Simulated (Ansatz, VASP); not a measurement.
PC2 in VASP and in Ansatz

```
P C
1.0
     2.86175    0.00000    0.00000
    -1.43088    2.47835    0.00000
     0.00000    0.00000    7.00374
P C
2 4
Cartesian
  0.0000 0.0000 0.0000
  0.0000 0.0000 3.5019
  0.0000 1.6522 5.9602
  0.0000 1.6522 4.5454
  1.4309 0.8261 1.0435
  1.4309 0.8261 2.4584
```

Change from the starting cell: species swapped into the MnO2 type (P6_3/mmc, No. 194).

Alike in both runs: functional PBE; k mesh 6 × 6 × 4; occupations gaussian, width 0.1 eV; no spin polarisation.

Ansatz relaxed the structure, and its values are those at the end. VASP's run is a single point on that final structure, the one shown.

```csv
,VASP,Ansatz
version,VASP 6.6.1,Ansatz 0.2.0
potentials or method,"VASP PAW PBE potentials, release 64 (P, C), cutoff 520 eV","scalar-relativistic, plane waves, PAW"
valence electrons in the cell,26,26
```

Ansatz gave:

- gap on the k mesh at the Fermi level (eV): none
- pressure (GPa): 0.2
- rms of the force components (eV/Å): 0.001

Question: What did VASP give for the same quantities?

Answer: gap on the k mesh at the Fermi level (eV): none; pressure (GPa): -0.1; rms of the force components (eV/Å): 0.031.

A gap of «none» marks a metal or a gap that the smearing closes. With one functional, cell and mesh, what is left measures potentials, basis and numerics.

The k mesh is coarse, so the values compare programs but aren't converged.
